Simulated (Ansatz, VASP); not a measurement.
Two plane-wave programs on SrVO3

INCAR

```
SYSTEM = SrVO3
  PREC = Accurate
  ENCUT = 520
  EDIFF = 1E-8
  ISMEAR = -1
  SIGMA = 0.05
  LREAL = .FALSE.
  LASPH = .TRUE.
  NELM = 150
  ALGO = Normal
  ISIF = 2
  LWAVE = .FALSE.
  LCHARG = .FALSE.
  ISPIN = 2
  MAGMOM = 0 1 0 0 0
  LORBIT = 11
  LMAXMIX = 4
  GGA = PE
  LEFG = .TRUE.
  NBANDS = 32
```

KPOINTS

```
regular mesh
0
G
  9 9 9
  0 0 0
```

POSCAR

```
SrVO3
1.0
    3.8409000000      0.0000000000      0.0000000000
    0.0000000000      3.8409000000      0.0000000000
    0.0000000000      0.0000000000      3.8409000000
Sr V O
1 1 3
Direct
    0.5000000000      0.5000000000      0.5000000000
    0.0000000000      0.0000000000      0.0000000000
    0.5000000000      0.0000000000      0.0000000000
    0.0000000000      0.5000000000      0.0000000000
    0.0000000000      0.0000000000      0.5000000000
```

Input for Ansatz:

```yaml
crystal:
  lattice:
    - [3.8409, 0.0, 0.0]
    - [0.0, 3.8409, 0.0]
    - [0.0, 0.0, 3.8409]
  atoms:
    - { symbol: Sr, position: [0.5, 0.5, 0.5] }
    - { symbol: V, position: [0.0, 0.0, 0.0], spin: 1.0 }
    - { symbol: O, position: [0.5, 0.0, 0.0] }
    - { symbol: O, position: [0.0, 0.5, 0.0] }
    - { symbol: O, position: [0.0, 0.0, 0.5] }
magnetization:
  spin_polarized: true
kpoints:
  mp_grid: { grid: [9, 9, 9] }
scf:
  occupations: { method: fermi_dirac, width: 0.05 }
hamiltonian:
  xc: pbe
  pseudopotentials: { kind: paw }
output:
  forces: true
  stress: true
  populations: true
  efg:
    quadrupole_moments_barn: { Sr: 0.305, V: -0.052, O: -0.02558 }
    contact_densities: true
  write_density: true
  write_potential: true
  elf: true
  volumetric_format: npy
```

Alike in both runs: task electric field gradients; functional PBE; k mesh 9 × 9 × 9; occupations fermi-dirac, width 0.05 eV; collinear spin.

|  | VASP | Ansatz |
| --- | --- | --- |
| version | VASP 6.6.1 | Ansatz 0.2.0 |
| potentials or method | VASP PAW PBE potentials, release 64 (Sr_sv, V_sv, O) | plane-wave PAW, scalar-relativistic |
| plane-wave cutoff (eV) | 520 | 420 |
| valence electrons in the cell | 41 | 41 |

|  | VASP | Ansatz | Ansatz less VASP |
| --- | --- | --- | --- |
| pressure (GPa) | 3.5 | 2.6 | -0.90 |
| net moment per atom (μB) | 0.07 | 0.07 | 0.000 |
| size of the moment on the site where the two differ most (μB) | 0.31 | 0.25 | -0.059 |
| size of Vzz on the site where it differs most (V/Å²) | 30.8 | 32.4 | +1.66 |

Site moments also hang on the region over which each program counts them.
